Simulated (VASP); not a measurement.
Write the native input for VASP 6.6.1 that does the following.

```
Task                   : single point
Functional             : PBE
Dispersion             : D3(BJ)
Potentials or basis    : VASP PAW PBE potentials, release 64 (Li_sv, H)
Cutoff                 : 750 eV
k mesh                 : 10 × 10 × 10
Occupations            : gaussian, width 0.02 eV
Spin                   : no spin polarisation
Dipole correction      : no
Further INCAR settings : ALGO = Normal; EDIFF = 1e-06; NBANDS = 9
```

The structure of LiH lies in POSCAR:

```
LiH
1.0
    0.0000000000      1.9398953941      1.9398953941
    1.9398953941      0.0000000000      1.9398953941
    1.9398953941      1.9398953941      0.0000000000
Li H
1 1
Direct
    0.0000000000      0.0000000000      0.0000000000
    0.5000000000      0.5000000000      0.5000000000
```

These files were run (other wordings do the same):

INCAR

```
ALGO = Normal
EDIFF = 1E-6
ENCUT = 750
GGA = PE
GGA_COMPAT = False
ISIF = 2
ISMEAR = 0
IVDW = 12
LASPH = True
LCHARG = False
LREAL = False
LWAVE = False
NBANDS = 9
NELM = 120
PREC = Accurate
SIGMA = 0.02
```

KPOINTS

```
k-points
0
Gamma
  10 10 10
```

Potentials or basis: VASP PAW PBE potentials, release 64 (Li_sv, H).

Command:

```bash
$ cat potpaw_PBE.64/Li_sv/POTCAR potpaw_PBE.64/H/POTCAR > POTCAR
$ mpirun -np 1 vasp_std > vasp.out
```

It gave:

```json
{"Pressure": "-0.3 GPa", "Band gap on the k mesh": "2.90 eV, direct", "Dispersion energy per atom": "-0.184 eV"}
```

Wall time 23 s on 1 thread of Intel Xeon 8259CL, with other jobs on the host, peak memory 0.16 GiB.
